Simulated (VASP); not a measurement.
Set up this calculation in VASP 6.6.1, as the native input.

```yaml
Task: single point
Functional: PBE
Potentials_or_basis: VASP PAW PBE potentials, release 64 (Ga_d, O)
Cutoff: 520 eV
k_mesh: 6 × 6 × 6
Occupations: gaussian, width 0.1 eV
Spin: collinear spin, ferromagnetic start
Starting_moments: "[0.0, 1.0] μB"
Dipole_correction: no
Further_INCAR_settings: ALGO = Normal; EDIFF = 1e-07; NBANDS = 20
```

The structure of GaO lies in POSCAR:

```
GaO
1.0
    2.8335692368      0.0000000000      0.0000000000
    0.0000000000      2.8335692368      0.0000000000
    0.0000000000      0.0000000000      2.8335692368
Ga O
1 1
Direct
    0.5000000000      0.5000000000      0.5000000000
    0.0000000000      0.0000000000      0.0000000000
```

The input as run:

INCAR

```
SYSTEM = GaO
PREC = Accurate
ENCUT = 520
EDIFF = 1E-7
ISMEAR = 0
SIGMA = 0.1
LREAL = .False.
LASPH = .True.
NELM = 150
ALGO = Normal
ISIF = 2
LWAVE = .False.
LCHARG = .False.
ISPIN = 2
MAGMOM = 0 1
LORBIT = 11
GGA = PE
NBANDS = 20
```

KPOINTS

```
regular mesh
0
Gamma
  6 6 6
  0 0 0
```

Potentials or basis: VASP PAW PBE potentials, release 64 (Ga_d, O).

Command:

```sh
$ cat potpaw_PBE.64/Ga_d/POTCAR potpaw_PBE.64/O/POTCAR > POTCAR
$ mpirun -np 1 vasp_std > vasp.out
```

It gave:

- Pressure: 0.2 GPa
- Net moment: 0.00 μB per cell
- Valence electrons inside the program's atomic spheres: Ga 11.39; O 4.86

Caveat: the k points lie up to 0.37 Å⁻¹ apart.

Run time: 18 s on 1 thread of Intel(R) Xeon(R) Platinum 8259CL CPU @ 2.50GHz (Skylake/Cascade Lake), on a shared host, peak memory 0.15 GiB.
